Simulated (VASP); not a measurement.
The system is TiO2.

```xyz
3
Lattice="0.0000 2.3968 2.3968 2.3968 0.0000 2.3968 2.3968 2.3968 0.0000" Properties=species:S:1:pos:R:3 pbc="T T T"
Ti    0.0000    0.0000    0.0000
O     1.1984    1.1984    1.1984
O     3.5952    3.5952    3.5952
```

Program: VASP 6.6.1. Alike in all runs: task single point; no spin polarisation; cell as given; k mesh 10 × 10 × 10; cutoff (eV) 520.

Task: Order these runs on this cell by their pressure, lowest first.
A. level r2SCAN; potentials or basis VASP PAW PBE potentials, release 64 (Ti_sv, O); smearing gaussian 0.01 eV
B. level LDA; potentials or basis VASP PAW LDA potentials, release 64 (Ti_sv, O); smearing gaussian 0.01 eV
C. level PBE; potentials or basis VASP PAW PBE potentials, release 64 (Ti_sv, O); smearing fermi-dirac 0.02 eV

Result: B (-8.6 GPa), A (1.5 GPa), C (6.8 GPa).

Caveats: the PAW data sets were made with another functional, which shifts forces and pressure a little (some runs).
